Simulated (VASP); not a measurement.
Crystal: Li2Rh.

```
Li Rh
1.0
     3.02297    0.00000    0.00000
    -1.51148    2.61797    0.00000
     0.00000    0.00000    7.05855
Li Rh
2 1
Cartesian
  0.0000 1.7453 2.3108
  1.5115 0.8727 4.7477
  0.0000 0.0000 0.0000
```

The cell was generated, and may not be a known phase.

| Property | Result |
| --- | --- |
| Program | VASP 6.6.1 |
| Task | relaxation of cell and atoms |
| Functional | PBE |
| Potentials or basis | VASP PAW PBE potentials, release 64 (Li_sv, Rh_pv) |
| Cutoff | 600 eV |
| k mesh | 6 × 6 × 4 |
| Occupations | gaussian, width 0.1 eV |
| Spin | no spin polarisation |

At the start: pressure -11.1 GPa; volume 18.62 Å³/atom.

Q: How do energy, volume and symmetry change on relaxing?

A: Over 10 steps the energy falls by 260.1 meV/atom and the volume is 14.63 Å³/atom (-21.4 %); space group P-3m1 (No. 164, to 0.1 Å) before and after.

Step by step:
| step | energy change (eV) | largest force (eV/Å) | pressure (GPa) | volume (Å³) |
| --- | --- | --- | --- | --- |
| 1 | 0.0000 | 0.8839 | -11.09 | 55.86 |
| 2 | -0.6488 | 0.5811 | -5.35 | 46.06 |
| 3 | -0.7379 | 0.3607 | 0.12 | 42.45 |
| 4 | -0.7385 | 0.3311 | 0.93 | 42.06 |
| 5 | -0.7536 | 0.2592 | 1.01 | 42.36 |
| 6 | -0.7757 | 0.0748 | 0.78 | 43.25 |
| 7 | -0.7764 | 0.0494 | 0.84 | 43.41 |
| 8 | -0.7786 | 0.0643 | -0.92 | 44.41 |
| 9 | -0.7794 | 0.0581 | -0.36 | 44.05 |
| 10 | -0.7803 | 0.0204 | -0.05 | 43.89 |

Final structure:
```xyz
3
Lattice="2.7187 0.0000 0.0000 -1.3593 2.3545 0.0000 0.0000 0.0000 6.8573" Properties=species:S:1:pos:R:3 pbc="T T T"
Li    0.0000    1.5696    2.0831
Li    1.3593    0.7848    4.7742
Rh   -1.3593    2.3545    6.8573
```

Caveat: the k points lie up to 0.44 Å⁻¹ apart in the final cell, too coarse for converged energies and pressures of a metal; the cutoff is under 1.25 times the usual one of these potentials, so pressure, stress and relaxed cells hold a basis-set (Pulay) error; the volume moved by over 15 % at a fixed basis, so the end points are rough.
